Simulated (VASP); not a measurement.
# Al2Cu (I4/mcm) in VASP: further runs, part 3 of 3

VASP 6.6.1.

### Step 5. Single point, PBEsol

This run uses another cell than the first one, of 14.87 Å³/atom.

File INCAR:

```
SYSTEM = Al2Cu
PREC     = Accurate       ! precision mode
ENCUT    = 520            ! plane-wave cutoff, eV
EDIFF    = 1E-7           ! SCF threshold, eV
ISMEAR   = 0              ! smearing method
SIGMA    = 0.15           ! smearing width, eV
LREAL    = .FALSE.        ! projectors in reciprocal space
LASPH    = .TRUE.         ! aspherical terms in the spheres
NELM     = 80             ! most SCF steps
ALGO     = Fast           ! electronic algorithm
ISIF     = 2              ! what is computed and relaxed
LWAVE    = .FALSE.        ! write WAVECAR
LCHARG   = .TRUE.         ! write CHGCAR
GGA      = PS             ! functional
LELF     = .TRUE.         ! ELF
LVHAR    = .TRUE.       
NBANDS   = 26             ! bands
```

File KPOINTS:

```
Automatic mesh
0
G
  10 10 10
  0 0 0
```

File POSCAR:

```
Al2Cu
1.0
   -3.0864000000      3.0864000000      2.3414000000
    3.0864000000     -3.0864000000      2.3414000000
    3.0864000000      3.0864000000     -2.3414000000
Al Cu
4 2
Direct
    0.1593210787      0.6593210787      0.8186421574
    0.6593210787      0.8406789213      0.5000000000
    0.8406789213      0.3406789213      0.1813578426
    0.3406789213      0.1593210787      0.5000000000
    0.7500000000      0.7500000000      0.0000000000
    0.2500000000      0.2500000000      0.0000000000
```

Potentials or basis: VASP PAW PBE potentials, release 64 (Al, Cu).

Launch:

```sh
cat potpaw_PBE.64/Al/POTCAR potpaw_PBE.64/Cu/POTCAR > POTCAR
mpirun -np 1 vasp_std > vasp.out
```

OUTCAR:

```text
SYSTEM = Al2Cu
   PREC = Accurate
   ENCUT = 520
   EDIFF = 1E-7
   ISMEAR = 0
   LREAL = .FALSE.
   LASPH = .TRUE.
   NELM = 80
   ISIF = 2
   GGA = PS

 ion  position               nearest neighbor table
   1  0.159  0.659  0.819-   5 2.60   6 2.60   5 2.60   6 2.60   3 2.78   3 2.83   3 2.83   4 3.06
                             2 3.06   2 3.06   4 3.06   4 3.28   2 3.28   2 3.28   4 3.28
   2  0.659  0.841  0.500-   5 2.60   5 2.60   6 2.60   6 2.60   4 2.78   4 2.83   4 2.83   3 3.06
                             1 3.06   1 3.06   3 3.06   1 3.28   3 3.28   1 3.28   3 3.28
   3  0.841  0.341  0.181-   5 2.60   6 2.60   5 2.60   6 2.60   1 2.78   1 2.83   1 2.83   2 3.06
[... 915 lines left out ...]
  Total       -2.9376182     -2.9376182      1.9624851      0.0000000     -0.0000000      0.0000000
  in kB      -52.7552761    -52.7552761     35.2433288      0.0000000     -0.0000000      0.0000000
  external PRESSURE =     -23.4224078 kB  Pullay stress =       0.0000000 kB

 VOLUME and BASIS-vectors are now :
 -----------------------------------------------------------------------------
  energy-cutoff  :      520.00
  volume of cell :       89.22
      direct lattice vectors                 reciprocal lattice vectors
    -3.086400000  3.086400000  2.341400000     0.000000000  0.162001037  0.213547450
     3.086400000 -3.086400000  2.341400000     0.162001037  0.000000000  0.213547450
     3.086400000  3.086400000 -2.341400000     0.162001037  0.162001037  0.000000000

 POSITION                                       TOTAL-FORCE (eV/Angst)
 -----------------------------------------------------------------------------------
      4.06986      0.98346      0.00000        -0.097150     -0.097150      0.000000
      2.10294      0.98346      2.34140         0.097150     -0.097150     -0.000000
     -0.98346      2.10294      2.34140         0.097150      0.097150     -0.000000
      0.98346      2.10294      0.00000        -0.097150      0.097150     -0.000000
      0.00000      0.00000      3.51210         0.000000     -0.000000     -0.000000
      0.00000      0.00000      1.17070         0.000000     -0.000000     -0.000000
 -----------------------------------------------------------------------------------
    total drift:                               -0.000000     -0.000000      0.000000

  FREE ENERGIE OF THE ION-ELECTRON SYSTEM (eV)
  ---------------------------------------------------
  free  energy   TOTEN  =       -25.9124210628 eV

  energy  without entropy=      -25.8893196404  energy(sigma->0) =      -25.90087035
```

stdout:

```text
POSCAR found type information on POSCAR AlCu
 POSCAR found :  2 types and       6 ions
 scaLAPACK will be used
 -----------------------------------------------------------------------------
|                                                                             |
|                                                                             |
|     You enforced a specific xc type in the INCAR file but a different       |
|     I HOPE YOU KNOW WHAT YOU ARE DOING!                                     |
|                                                                             |
 -----------------------------------------------------------------------------

 LDA part: xc-table for (Slater+PW92), standard interpolation
 POSCAR, INCAR and KPOINTS ok, starting setup
 FFT: planning ... GRIDC
 FFT: planning ... GRID_SOFT
 FFT: planning ... GRID
 WAVECAR not read
 entering main loop
```

Run time: 6.1 min. Hardware: 1 thread of Intel Xeon Platinum 8259CL at 2.50GHz (Skylake/Cascade Lake), shared host; peak memory 0.38 GiB.

Results:

```
Free energy            : -25.9124 eV
Pressure               : -2.3 GPa
Largest force          : 0.137 eV/Å
Band gap on the k mesh : zero (bands 17 and 18 overlap by 4.75 eV)
```

Forces on the atoms (eV/Å):
```
Al  -0.097 -0.097  0.000
Al   0.097 -0.097  0.000
Al   0.097  0.097  0.000
Al  -0.097  0.097  0.000
Cu   0.000  0.000  0.000
Cu   0.000  0.000  0.000
```

Stress tensor (GPa, compression positive):
```
-5.28  0.00  0.00
 0.00 -5.28  0.00
 0.00  0.00  3.52
```

Caveat: the stress differs along the axes, from -5 to 4 GPa; the PAW data sets were made with another functional, which shifts forces and pressure a little.

### Step 6. Overview

| cell | further INCAR settings | gap on the mesh (eV) | pressure (GPa) | largest force (eV/Å) |
| --- | --- | --- | --- | --- |
| a = 4.889 Å, angles 105.3, 105.3, 118.2°, 6 atoms | ALGO = Fast; EDIFF = 1e-06; NBANDS = 26 | none | -1.5 | 0.15 |
| a = 4.901 Å, angles 104.6, 104.6, 119.7°, 6 atoms | ALGO = Fast; EDIFF = 1e-07; NBANDS = 26 | none | -1.7 | 0.06 |
| a = 4.927 Å, angles 103.3, 103.3, 122.6°, 6 atoms | ALGO = Fast; EDIFF = 1e-07; NBANDS = 26 | none | -1.7 | 0.10 |
| a = 4.953 Å, angles 102.9, 102.9, 123.6°, 6 atoms | ALGO = Fast; EDIFF = 1e-07; NBANDS = 26 | none | -2.3 | 0.14 |

Alike in all rows: task single point; level PBEsol; potentials or basis VASP PAW PBE potentials, release 64 (Al, Cu); no spin polarisation; k mesh 10 × 10 × 10; cutoff (eV) 520; smearing gaussian 0.15 eV.

Caveats: the PAW data sets were made with another functional, which shifts forces and pressure a little; the stress differs along the axes, from -6 to 0 GPa (at least some runs); the stress differs along the axes, from -4 to 2 GPa (at least some runs); the stress differs along the axes, from -5 to 4 GPa (at least some runs).

Absolute energies hang on the potentials; compare differences alone.
